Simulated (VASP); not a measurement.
# PbS (Cmcm) in VASP: a series of runs, part 2 of 2

VASP 6.6.1. The steps go on from the part before.

### Step 3. Single point, LDA

This run uses another cell than the first one, of the same volume but with other edges.

The input, INCAR:

```
SYSTEM = PbS
PREC = Accurate ; ENCUT = 520
EDIFF = 1E-6 ; ISMEAR = 0
SIGMA = 0.05 ; LREAL = .FALSE.
LASPH = .TRUE. ; NELM = 100
ALGO = Normal ; ISIF = 2
LWAVE = .FALSE. ; LCHARG = .TRUE.
LELF = .TRUE. ; LVHAR = .TRUE.
NBANDS = 28
```

The input, KPOINTS:

```
regular mesh
0
G
  6 6 6
  0 0 0
```

The input, POSCAR:

```
PbS
1.0
    2.1423512707     -6.1710357658      0.0000000000
    2.1423512707      6.1710357658      0.0000000000
    0.0000000000      0.0000000000      4.0336704119
Pb S
2 2
Direct
    0.8694366500      0.1305633500      0.7500000000
    0.1305633500      0.8694366500      0.2500000000
    0.6452029100      0.3547970900      0.7500000000
    0.3547970900      0.6452029100      0.2500000000
```

Potentials or basis: VASP PAW LDA potentials, release 64 (Pb_d, S).

The run is started by

```sh
> cat potpaw_LDA.64/Pb_d/POTCAR potpaw_LDA.64/S/POTCAR > POTCAR
> mpirun -np 1 vasp_std > vasp.out
```

OUTCAR:

```text
SYSTEM = PbS
   PREC = Accurate
   ENCUT = 520
   EDIFF = 1E-6
   ISMEAR = 0
   LREAL = .FALSE.
   LASPH = .TRUE.
   NELM = 100
   ISIF = 2

 ion  position               nearest neighbor table
   1  0.869  0.131  0.750-   3 2.77   4 2.95   4 2.95   4 2.95   4 2.95   2 3.80   2 3.80
   2  0.131  0.869  0.250-   4 2.77   3 2.95   3 2.95   3 2.95   3 2.95   1 3.80   1 3.80
   3  0.645  0.355  0.750-   1 2.77   2 2.95   2 2.95   2 2.95   2 2.95
   4  0.355  0.645  0.250-   2 2.77   1 2.95   1 2.95   1 2.95   1 2.95

  LATTYP: Found a base centered orthorhombic cell.
 ALAT       =     4.2847025414
 B/A-ratio  =     2.8804967001
 C/A-ratio  =     0.9414120054

  Lattice vectors:

 A1 = (   2.1423512707,  -6.1710357658,   0.0000000000)
 A2 = (   2.1423512707,   6.1710357658,   0.0000000000)
 A3 = (   0.0000000000,   0.0000000000,   4.0336704119)

Analysis of symmetry for initial positions (statically):
=====================================================================
 Subroutine PRICEL returns:
 Original cell was already a primitive cell.

 Routine SETGRP: Setting up the symmetry group for a
 base centered orthorhombic supercell.

 Subroutine GETGRP returns: Found  8 space group operations
 (whereof  4 operations were pure point group operations)
 out of a pool of  8 trial point group operations.

The static configuration has the point symmetry C_2h.
 The point group associated with its full space group is D_2h.

Analysis of symmetry for dynamics (positions and initial velocities):
=====================================================================
 Subroutine PRICEL returns:
 Original cell was already a primitive cell.

 Routine SETGRP: Setting up the symmetry group for a
 base centered orthorhombic supercell.

 Subroutine GETGRP returns: Found  8 space group operations
 (whereof  4 operations were pure point group operations)
 out of a pool of  8 trial point group operations.

The dynamic configuration has the point symmetry C_2h.
[... 117 lines left out ...]
   EMIN   =  10.00;   EMAX   =-10.00  energy-range for DOS
   EFERMI =   0.00;   METHOD = LEGACY
   ISMEAR =     0;   SIGMA  =   0.05  broadening in eV -4-tet -1-fermi 0-gaus
   EFERMI_NEDOS =   21; number of points for ismear=-14 and -15
   IALGO  =     38    algorithm
   IMIX   =      4    mixing-type and parameters
     AMIX     =   0.40;   BMIX     =  1.00
     AMIX_MAG =   1.60;   BMIX_MAG =  1.00
  volume/ion in A,a.u.               =      26.66       179.94
  Fermi-wavevector in a.u.,A,eV,Ry     =   1.180597  2.231005 18.963935  1.393810
  Thomas-Fermi vector in A             =   2.316887
   LORBIT       =      0    0 simple, 1 ext, 2 COOP (PROOUT), +10 PAW based schemes
   GGA     = CA    functional components
   LHFCALC =     F    Hartree Fock is set to
   AEXX    =    0.0000 exact exchange contribution
   IVDW    =     0    specifies the selected vdW correction
   LEPSILON=     F    determine dielectric tensor
   LRPA    =     F    only Hartree local field effects (RPA)
 non-spin polarized calculation
 Gauss-broadening in eV      SIGMA  =   0.05
  energy-cutoff  :      520.00
  volume of cell :      106.65
 maximum number of plane-waves:      2908
 NGX is ok and might be reduce to    50

 number of electron      40.0000004 magnetization

 Free energy of the ion-electron system (eV)
  ---------------------------------------------------
  ext. energy  EPLUGINS =         0.00000000
  ---------------------------------------------------
  free energy    TOTEN  =       -19.70733920 eV

  energy without entropy =      -19.70733920  energy(sigma->0) =      -19.70733920

 E-fermi :   5.0374     XC(G=0):  -9.9201

 val. band max:        4.8029222206   @ k =   0.5000   0.0000   0.0000
 cond. band min:       5.5070959364   @ k =   0.5000   0.5000   0.0000
 fundamental gap:      0.7041737157
 Fermi energy:         5.0373863690

 k-point     1 :       0.0000    0.0000    0.0000
  band No.  band energies     occupation
      1     -11.6520      2.00000
      2     -11.5428      2.00000
      3     -11.5418      2.00000
      4     -11.5307      2.00000
      5     -11.5254      2.00000
      6     -11.4919      2.00000
[... 733 lines left out ...]
     27      11.6828      0.00000
     28      12.5528      0.00000

 [... further k-points ...]
[... 5 lines left out ...]
  --------------------------------------------------------------------------------------
  -------------------------------------------------------------------------------------
  Total       -2.7314738     -3.5406754     -0.4285055      0.0000000      0.0000000      0.0000000
  in kB      -41.0325460    -53.1884757     -6.4370646      0.0000000      0.0000000      0.0000000
  external PRESSURE =     -33.5526954 kB  Pullay stress =       0.0000000 kB

 VOLUME and BASIS-vectors are now :
 -----------------------------------------------------------------------------
  energy-cutoff  :      520.00
  volume of cell :      106.65
      direct lattice vectors                 reciprocal lattice vectors
     2.142351271 -6.171035766  0.000000000     0.233388430 -0.081023676  0.000000000
     2.142351271  6.171035766  0.000000000     0.233388430  0.081023676  0.000000000
     0.000000000  0.000000000  4.033670412     0.000000000  0.000000000  0.247913165

 POSITION                                       TOTAL-FORCE (eV/Angst)
 -----------------------------------------------------------------------------------
      2.14235     -4.55961      3.02525         0.000000      0.334755     -0.000000
      2.14235      4.55961      1.00842         0.000000     -0.334755      0.000000
      2.14235     -1.79210      3.02525         0.000000     -0.335200      0.000000
      2.14235      1.79210      1.00842         0.000000      0.335200      0.000000
 -----------------------------------------------------------------------------------
    total drift:                               -0.000000     -0.000000      0.000000

  FREE ENERGIE OF THE ION-ELECTRON SYSTEM (eV)
  ---------------------------------------------------
  free  energy   TOTEN  =       -19.7073392001 eV

  energy  without entropy=      -19.7073392001  energy(sigma->0) =      -19.70733920
```

stdout:

```text
POSCAR found type information on POSCAR PbS
 POSCAR found :  2 types and       4 ions
 scaLAPACK will be used
 LDA part: xc-table for (Slater(with rela. corr.)+CA(PZ))
 , standard interpolation
 POSCAR, INCAR and KPOINTS ok, starting setup
 FFT: planning ... GRIDC
 FFT: planning ... GRID_SOFT
 FFT: planning ... GRID
 WAVECAR not read
 entering main loop
```

It took 1.9 min on 1 thread of AMD EPYC 9R45 (Zen 5), shared host; peak memory 0.26 GiB.

Results:

```
Free energy            : -19.7073 eV
Pressure               : -3.4 GPa
Largest force          : 0.335 eV/Å
Band gap on the k mesh : 0.70 eV (least direct gap 1.18 eV)
```

Forces on the atoms (eV/Å):
```
Pb   0.000  0.335  0.000
Pb   0.000 -0.335  0.000
S    0.000 -0.335  0.000
S    0.000  0.335  0.000
```

Caveat: the cell stands under tension; spin-orbit coupling is left out, which moves the levels of the heavy elements. A k mesh can miss the band edges.
